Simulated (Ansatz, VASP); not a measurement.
## One calculation of C, two programs

The input INCAR:

```
SYSTEM = C
PREC = Accurate
ENCUT = 520
EDIFF = 1E-7
ISMEAR = 0
SIGMA = 0.1
LREAL = .False.
LASPH = .True.
NELM = 100
ALGO = Normal
ISIF = 2
LWAVE = .False.
LCHARG = .False.
LDIPOL = .True.
IDIPOL = 3
DIPOL = 0.5 0.5 0.343
GGA = PE
IVDW = 12
NBANDS = 16
```

Contents of KPOINTS:

```
regular mesh
0
Gamma
  15 15 1
  0 0 0
```

File POSCAR:

```
C
1.0
    2.4656524409      0.0000000000      0.0000000000
   -1.2328262205      2.1353176508      0.0000000000
    0.0000000000      0.0000000000     17.5000663883
C
4
Direct
    0.6666666667      0.3333333333      0.2571437784
    0.3333333333      0.6666666667      0.2571418816
    0.6666666667      0.3333333333      0.4291450227
    0.3333333333      0.6666666667      0.4291431259
```

Input for Ansatz:

```yaml
crystal:
  lattice:
    - [2.4656524409, 0.0, 0.0]
    - [-1.2328262205, 2.1353176508, 0.0]
    - [0.0, 0.0, 17.5000663883]
  atoms:
    - { symbol: C, position: [0.6666666667, 0.3333333333, 0.2571437784] }
    - { symbol: C, position: [0.3333333333, 0.6666666667, 0.2571418816] }
    - { symbol: C, position: [0.6666666667, 0.3333333333, 0.4291450227] }
    - { symbol: C, position: [0.3333333333, 0.6666666667, 0.4291431259] }
basis:
  ecutwfc: 420
kpoints:
  mp_grid: { grid: [15, 15, 1] }
hamiltonian:
  xc: pbe
  pseudopotentials: { kind: paw, azcp: { folder: soft_1 } }
  dispersion: d3bj
scf:
  occupations: { method: gaussian, width: 0.1 }
output:
  forces: true
  eigenvalues: true
efield:
  axis: 3
  dipole_correction: true
  ramp_width: 0.04
```

Alike in both runs: task single point; functional PBE; dispersion D3(BJ); k mesh 15 × 15 × 1; occupations gaussian, width 0.1 eV; no spin polarisation.

|  | VASP | Ansatz |
| --- | --- | --- |
| version | VASP 6.6.1 | Ansatz 0.2.0 |
| potentials or method | VASP PAW PBE potentials, release 64 (C), cutoff 520 eV | scalar-relativistic, plane waves, PAW |
| valence electrons in the cell | 16 | 16 |

|  | VASP | Ansatz | Ansatz less VASP |
| --- | --- | --- | --- |
| gap on the k mesh at the Fermi level (eV) | 0.88 | 0.88 | +0.001 |
| least direct gap on the mesh (eV) | 0.88 | 0.88 | +0.001 |
| rms of the force components (eV/Å) | 0.153 | 0.153 | -0.0001 |

Atom by atom the forces differ by 0.000 eV/Å (rms over components). Ansatz's warnings: structure snapped to symmetry.
